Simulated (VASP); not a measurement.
# Pt (Fm-3m) in VASP: notebook

The runs below take Pt through single point, with PBEsol.

Program: VASP 6.6.1. These are calculated values, not measurements. Logs are shortened: lines on timing, memory, paths and dates and some standing lists are left out, and cuts for length are marked.

## (1) The cell of the first run

Symmetry: Fm-3m, No. 225, cubic system. Conventional cell: a = 3.842 Å, b = 3.842 Å, c = 3.842 Å, α = 90.00°, β = 90.00°, γ = 90.00°. Pt (site symmetry m-3m) has 12 Pt at 2.72 Å within 3.6 Å.

## (2) Single point, PBEsol

INCAR reads:

```
SYSTEM = Pt
PREC = Accurate ; ENCUT = 500
EDIFF = 1E-6 ; ISMEAR = 1
SIGMA = 0.15 ; LREAL = .FALSE.
LASPH = .TRUE. ; NELM = 120
ALGO = Normal ; ISIF = 2
LWAVE = .FALSE. ; LCHARG = .FALSE.
GGA = PS ; NBANDS = 11
GGA_COMPAT = .FALSE.
```

KPOINTS reads:

```
Automatic mesh
0
G
  13 13 13
  0 0 0
```

POSCAR reads:

```
Pt
1.0
    0.0000000000      1.9208704006      1.9208704006
    1.9208704006      0.0000000000      1.9208704006
    1.9208704006      1.9208704006      0.0000000000
Pt
1
Direct
    0.0000000000      0.0000000000      0.0000000000
```

Potentials or basis: VASP PAW PBE potentials, release 64 (Pt).

The run is started by

```console
> cat potpaw_PBE.64/Pt/POTCAR > POTCAR
> mpirun -np 1 vasp_std > vasp.out
```

OUTCAR:

```text
SYSTEM = Pt
   PREC = Accurate
   ENCUT = 500
   EDIFF = 1E-6
   ISMEAR = 1
   LREAL = .FALSE.
   LASPH = .TRUE.
   NELM = 120
   ISIF = 2
   GGA = PS

 ion  position               nearest neighbor table
   1  0.000  0.000  0.000-

  LATTYP: Found a face centered cubic cell.
 ALAT       =     3.8417408012

  Lattice vectors:

 A1 = (   0.0000000000,   1.9208704006,   1.9208704006)
 A2 = (   1.9208704006,   0.0000000000,   1.9208704006)
 A3 = (   1.9208704006,   1.9208704006,   0.0000000000)

Analysis of symmetry for initial positions (statically):
=====================================================================
 Subroutine PRICEL returns:
 Original cell was already a primitive cell.

 Routine SETGRP: Setting up the symmetry group for a
 face centered cubic supercell.

 Subroutine GETGRP returns: Found 48 space group operations
 (whereof 48 operations were pure point group operations)
 out of a pool of 48 trial point group operations.

The static configuration has the point symmetry O_h .

Analysis of symmetry for dynamics (positions and initial velocities):
=====================================================================
 Subroutine PRICEL returns:
 Original cell was already a primitive cell.

 Routine SETGRP: Setting up the symmetry group for a
 face centered cubic supercell.

 Subroutine GETGRP returns: Found 48 space group operations
 (whereof 48 operations were pure point group operations)
 out of a pool of 48 trial point group operations.

The dynamic configuration has the point symmetry O_h .

 Subroutine INISYM returns: Found 48 space group operations
 (whereof 48 operations are pure point group operations),
 and found     1 'primitive' translations

----------------------------------------------------------------------------------------

                                     Primitive cell

  volume of cell :      14.1750

  direct lattice vectors                    reciprocal lattice vectors
     0.000000000  1.920870401  1.920870401    -0.260298665  0.260298665  0.260298665
     1.920870401  0.000000000  1.920870401     0.260298665 -0.260298665  0.260298665
     1.920870401  1.920870401  0.000000000     0.260298665  0.260298665 -0.260298665

  length of vectors
     2.716520972  2.716520972  2.716520972     0.450850512  0.450850512  0.450850512

  position of ions in fractional coordinates (direct lattice)
     0.000000000  0.000000000  0.000000000

  ion indices of the primitive-cell ions
   primitive index   ion index
                 1           1
[... 79 lines left out ...]
   ISYM   =      2    0-nonsym 1-usesym 2-fastsym
   POTIM  = 0.5000    time-step for ionic-motion
   TEBEG  =    0.0;   TEEND  =   0.0 temperature during run
   PSTRESS=    0.0 pullay stress
   NELECT =      10.0000    total number of electrons
   NUPDOWN=      -1.0000    fix difference up-down
   EMIN   =  10.00;   EMAX   =-10.00  energy-range for DOS
   EFERMI =   0.00;   METHOD = LEGACY
   ISMEAR =     1;   SIGMA  =   0.15  broadening in eV -4-tet -1-fermi 0-gaus
   EFERMI_NEDOS =   21; number of points for ismear=-14 and -15
   IALGO  =     38    algorithm
   IMIX   =      4    mixing-type and parameters
     AMIX     =   0.40;   BMIX     =  1.00
     AMIX_MAG =   1.60;   BMIX_MAG =  1.00
  volume/ion in A,a.u.               =      14.18        95.66
  Fermi-wavevector in a.u.,A,eV,Ry     =   1.457360  2.754011 28.897379  2.123897
  Thomas-Fermi vector in A             =   2.574170
   LORBIT       =      0    0 simple, 1 ext, 2 COOP (PROOUT), +10 PAW based schemes
   GGA     = PS    functional components
   LHFCALC =     F    Hartree Fock is set to
   AEXX    =    0.0000 exact exchange contribution
   IVDW    =     0    specifies the selected vdW correction
   LEPSILON=     F    determine dielectric tensor
   LRPA    =     F    only Hartree local field effects (RPA)
 non-spin polarized calculation
 Methfessel and Paxton  Order N= 1 SIGMA  =   0.15
  energy-cutoff  :      500.00
  volume of cell :       14.18
 maximum number of plane-waves:       369
   NGX =  9   NGY =  9   NGZ =  9

 number of electron      10.0000000 magnetization

 number of electron       9.9999999 magnetization

 Free energy of the ion-electron system (eV)
  ---------------------------------------------------
  ext. energy  EPLUGINS =         0.00000000
  ---------------------------------------------------
  free energy    TOTEN  =        -6.90769592 eV

  energy without entropy =       -6.90548142  energy(sigma->0) =       -6.90695775

 E-fermi :  12.3265     XC(G=0): -13.9986

 val. band max:       12.3208615359   @ k =   0.4615   0.0000   0.0000
 cond. band min:      12.3278120245   @ k =   0.4615   0.4615   0.0000
 fundamental gap:      0.0069504885
 Fermi energy:        12.3265033935

 k-point     1 :       0.0000    0.0000    0.0000
  band No.  band energies     occupation
      1       1.3162      2.00000
      2       8.1190      2.00000
      3       8.1190      2.00000
      4       8.1190      2.00000
      5      10.5296      2.00000
      6      10.5296      2.00000
      7      26.7583      0.00000
      8      32.0726      0.00000
      9      32.0726      0.00000
     10      32.0726      0.00000
     11      37.6042      0.00000
[... 309 lines left out ...]
 k-point    24 :       0.4615    0.1538    0.0000
  band No.  band energies     occupation
      1       4.9869      2.00000
      2       7.5154      2.00000
      3       8.5052      2.00000
      4       8.8594      2.00000
      5      12.4486      0.01287
      6      13.8301     -0.00000
      7      20.2843      0.00000
      8      27.8378      0.00000
      9      30.3298      0.00000
     10      31.4516      0.00000
     11      39.9666      0.00000

 [... further k-points ...]

------------------------ aborting loop because EDIFF is reached ----------------------------------------

  FORCE on cell =-STRESS in cart. coord.  units (eV):
  Direction    XX          YY          ZZ          XY          YZ          ZX
  --------------------------------------------------------------------------------------
  -------------------------------------------------------------------------------------
  Total        1.7106717      1.7106717      1.7106717      0.0000000      0.0000000      0.0000000
  in kB      193.3539547    193.3539547    193.3539547      0.0000000      0.0000000      0.0000000
  external PRESSURE =     193.3539547 kB  Pullay stress =       0.0000000 kB

 VOLUME and BASIS-vectors are now :
 -----------------------------------------------------------------------------
  energy-cutoff  :      500.00
  volume of cell :       14.18
      direct lattice vectors                 reciprocal lattice vectors
     0.000000000  1.920870401  1.920870401    -0.260298665  0.260298665  0.260298665
     1.920870401  0.000000000  1.920870401     0.260298665 -0.260298665  0.260298665
     1.920870401  1.920870401  0.000000000     0.260298665  0.260298665 -0.260298665

 POSITION                                       TOTAL-FORCE (eV/Angst)
 -----------------------------------------------------------------------------------
      0.00000      0.00000      0.00000         0.000000      0.000000      0.000000
 -----------------------------------------------------------------------------------
    total drift:                                0.000000      0.000000      0.000000

  FREE ENERGIE OF THE ION-ELECTRON SYSTEM (eV)
  ---------------------------------------------------
  free  energy   TOTEN  =        -6.9076959152 eV

  energy  without entropy=       -6.9054814225  energy(sigma->0) =       -6.90695775
```

stdout:

```text
POSCAR found type information on POSCAR Pt
 POSCAR found :  1 types and       1 ions
 scaLAPACK will be used
 -----------------------------------------------------------------------------
|                                                                             |
|                                                                             |
|     You enforced a specific xc type in the INCAR file but a different       |
|     I HOPE YOU KNOW WHAT YOU ARE DOING!                                     |
|                                                                             |
 -----------------------------------------------------------------------------

 LDA part: xc-table for (Slater+PW92), standard interpolation
 POSCAR, INCAR and KPOINTS ok, starting setup
 FFT: planning ... GRIDC
 FFT: planning ... GRID_SOFT
 FFT: planning ... GRID
 WAVECAR not read
 entering main loop
```

Wall time 5.3 s (1 thread of Intel Xeon 6975P-C (Granite Rapids), shared host); peak memory 0.13 GiB.

Results:

- Free energy: -6.9077 eV
- Pressure: 19.3 GPa
- Band gap on the k mesh: zero (band 5 reaches 12.81 eV, above the bottom of band 6 at 10.40 eV)

Levels at points of the mesh, in eV from the Fermi level:
```
           k point  band 2  band 3  band 4  band 5  band 6  band 7  band 8  band 9
(0.00, 0.00, 0.00)   -4.21   -4.21   -4.21   -1.80   -1.80   14.43   19.75   19.75
```

Caveat: the PAW data sets were made with another functional, which shifts forces and pressure a little; spin-orbit coupling is left out, which moves the levels of the heavy elements.

(Continued in part 2 of 3.)
